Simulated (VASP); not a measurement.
Input of a VASP 6.6.1 run:

INCAR

```
SYSTEM = GaP
  PREC = Accurate
  ENCUT = 500
  EDIFF = 1E-6
  ISMEAR = 0
  SIGMA = 0.02
  LREAL = .False.
  LASPH = .True.
  NELM = 120
  ALGO = Normal
  ISIF = 2
  LWAVE = .False.
  LCHARG = .True.
  GGA = PE
  IVDW = 12
  LELF = .True.
  LVHAR = .True.
  NBANDS = 16
  GGA_COMPAT = .False.
```

The input KPOINTS:

```
Automatic mesh
0
Gamma
  8 8 8
  0 0 0
```

Contents of POSCAR:

```
GaP
1.0
    0.0000000000      2.7231706639      2.7231706639
    2.7231706639      0.0000000000      2.7231706639
    2.7231706639      2.7231706639      0.0000000000
Ga P
1 1
Direct
    0.0000000000      0.0000000000      0.0000000000
    0.2500000000      0.2500000000      0.2500000000
```

Potentials or basis: VASP PAW PBE potentials, release 64 (Ga_d, P).

Run with:

```bash
$ cat potpaw_PBE.64/Ga_d/POTCAR potpaw_PBE.64/P/POTCAR > POTCAR
$ mpirun -np 1 vasp_std > vasp.out
```

Question: Predict the band gap on the k mesh.

Answer: 1.64 eV, indirect (least direct gap 1.85 eV).

Question: What does it give for the dispersion energy per atom?

Answer: -0.317 eV.

Question: Estimate the pressure.

Answer: -0.1 GPa.

A k mesh can miss the band edges.
